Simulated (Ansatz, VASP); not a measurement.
Bi: VASP beside Ansatz

```
CELL_PARAMETERS angstrom
4.41900 0.00000 0.00000
-2.20950 3.82697 0.00000
0.00000 0.00000 28.00000
ATOMIC_POSITIONS crystal
Bi 0.33333 0.66667 0.54595
Bi 0.66667 0.33333 0.45405
```

Alike in both runs: task single point; functional LDA; k mesh 9 × 9 × 1; occupations gaussian, width 0.02 eV; no spin polarisation.

```csv
,VASP,Ansatz
version,VASP 6.6.1,Ansatz 0.2.0
potentials or method,"VASP PAW LDA potentials, release 64 (Bi_d), cutoff 520 eV","scalar-relativistic, plane waves, PAW"
valence electrons in the cell,30,30
```

VASP gave:

| Quantity | Value |
| --- | --- |
| gap on the k mesh at the Fermi level (eV) | none |
| rms of the force components (eV/Å) | 1.458 |

Estimate Ansatz's values.

gap on the k mesh at the Fermi level (eV): none; rms of the force components (eV/Å): 1.461.

LDA's correlation is that of Perdew and Zunger in VASP and of Perdew and Wang (1992) in Ansatz. Atom by atom the forces differ by 0.004 eV/Å (rms over components). A gap of «none» marks a metal or a gap that the smearing closes.

Neither program's run includes spin-orbit coupling.
